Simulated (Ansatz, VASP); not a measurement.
**KF in VASP and in Ansatz**

The input INCAR:

```
ALGO = Normal
EDIFF = 1E-8
ENCUT = 520
GGA = PS
ISIF = 2
ISMEAR = -1
LASPH = T
LCHARG = F
LEFG = T
LREAL = F
LWAVE = F
NBANDS = 15
NELM = 80
PREC = Accurate
SIGMA = 0.01
```

The input KPOINTS:

```
k-points
0
Gamma
  9 9 9
```

POSCAR

```
KF
1.0
   -0.0267350000      2.6601325000      2.6601325000
    2.6601325000     -0.0267350000      2.6601325000
    2.6601325000      2.6601325000     -0.0267350000
K F
1 1
Direct
    0.0000000000      0.0000000000      0.0000000000
    0.5000000000      0.5000000000      0.5000000000
```

Input for Ansatz:

```yaml
crystal:
  lattice:
    - [-0.026735, 2.6601325, 2.6601325]
    - [2.6601325, -0.026735, 2.6601325]
    - [2.6601325, 2.6601325, -0.026735]
  atoms:
    - { symbol: K, position: [0.0, 0.0, 0.0] }
    - { symbol: F, position: [0.5, 0.5, 0.5] }
kpoints:
  mp_grid: { grid: [9, 9, 9] }
scf:
  occupations: { method: fermi_dirac, width: 0.01 }
hamiltonian:
  xc: pbesol
  pseudopotentials: { kind: all_electron, datasets: crystal }
output:
  forces: true
  stress: true
  eigenvalues: true
  efg: { contact_densities: true }
```

Change from the starting cell: equal xy, yz and zx shear strains of -1 %, crystal datasets.

Alike in both runs: task electric field gradients; functional PBEsol; k mesh 9 × 9 × 9; occupations fermi-dirac, width 0.01 eV; no spin polarisation.

```csv
,VASP,Ansatz
version,VASP 6.6.1,Ansatz 0.2.0
potentials or method,"VASP PAW PBE potentials, release 64 (K_sv, F), cutoff 520 eV","all-electron PAW with datasets made for the crystal, scalar-relativistic"
```

|  | VASP | Ansatz | Ansatz less VASP |
| --- | --- | --- | --- |
| gap on the k mesh at the Fermi level (eV) | 6.01 | 6.02 | +0.011 |
| pressure (GPa) | -0.7 | -0.7 | -0.03 |
| traceless stress, the component that is largest in VASP (GPa) | 0.13 | 0.14 | +0.002 |
| size of Vzz on the site where it differs most (V/Å²) | 2.0 | 1.9 | -0.03 |

VASP's potentials were made for PBE, not for PBEsol. Ansatz ran all-electron here, and VASP with PAW potentials.
